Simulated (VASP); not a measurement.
**Pb: relaxation of cell and atoms with LDA**

The system is Pb.

```
Pb
1.0
     4.95806    0.00000    0.00000
    -2.47903    4.29380    0.00000
     0.00000    0.00000    2.91766
Pb
3
Direct
  0.00000 0.00000 0.00000
  0.33333 0.66667 0.50000
  0.66667 0.33333 0.50000
```

This isn't the form of Pb at room conditions, which is fcc.

```json
{
 "Program": "VASP 6.6.1",
 "Task": "relaxation of cell and atoms",
 "Functional": "LDA",
 "Potentials or basis": "VASP PAW LDA potentials, release 64 (Pb_d)",
 "Cutoff": "600 eV",
 "k mesh": "8 × 8 × 10",
 "Occupations": "fermi-dirac, width 0.1 eV",
 "Spin": "no spin polarisation",
 "Target pressure": "41 GPa",
 "Dipole correction": "no",
 "Further INCAR settings": "ALGO = Normal; EDIFF = 1e-07; IBRION = 2; EDIFFG = -0.005; NSW = 32; ISIF = 3"
}
```

* Relaxed volume: 20.75 Å³/atom
* Relaxed cell: a = 4.962 Å, b = 4.962 Å, c = 2.920 Å, α = 90.00°, β = 90.00°, γ = 120.00°
* Space group after relaxing (to 0.1 Å): P6/mmm (No. 191)
* Energy change on relaxing (the run minimises the enthalpy): -12.3 meV/atom
* Ionic steps: 3
* Pressure after relaxing: 41.0 GPa
* Band gap on the k mesh: zero (bands 21 and 22 overlap by 5.26 eV)

Step by step:
```
step  energy change (eV)  largest force (eV/Å)  pressure (GPa)  volume (Å³)
   1              0.0000                0.0000           41.50        62.11
   2             -0.1470                0.0000           39.47        62.70
   3             -0.0369                0.0000           41.00        62.26
```

Final structure:
```yaml
crystal:
  lattice:
    - [4.96200, 0.00000, 0.00000]
    - [-2.48100, 4.29722, 0.00000]
    - [0.00000, 0.00000, 2.91974]
  atoms:
    - { symbol: Pb, position: [0.00000, 0.00000, 0.00000] }
    - { symbol: Pb, position: [0.33333, 0.66667, 0.50000] }
    - { symbol: Pb, position: [0.66667, 0.33333, 0.50000] }
```

Levels at points of the mesh, in eV from the Fermi level:
```csv
k point,band 17,band 18,band 19,band 20,band 21,band 22,band 23,band 24,band 25
"(0.00, 0.00, 0.00)",-7.60,-7.16,-3.42,-3.42,-3.36,-3.36,4.20,9.59,10.77
"(0.50, 0.00, 0.00)",-12.58,-8.40,-6.39,1.33,1.33,3.59,3.61,4.79,7.12
"(0.00, 0.00, 0.50)",-9.00,-3.15,-1.94,-1.75,-1.05,-0.69,-0.69,0.80,0.80
"(0.50, 0.00, 0.50)",-7.68,-7.32,-5.61,-3.32,-2.49,-1.80,0.43,4.64,5.38
```

Run time: 85 s on 1 thread of Intel(R) Xeon(R) Platinum 8559C (Emerald Rapids), on a shared host, peak memory 0.22 GiB.

Caveat: the cell is relaxed towards a set pressure, so the run minimises the enthalpy, not the energy; spin-orbit coupling is left out, which moves the levels of the heavy elements.
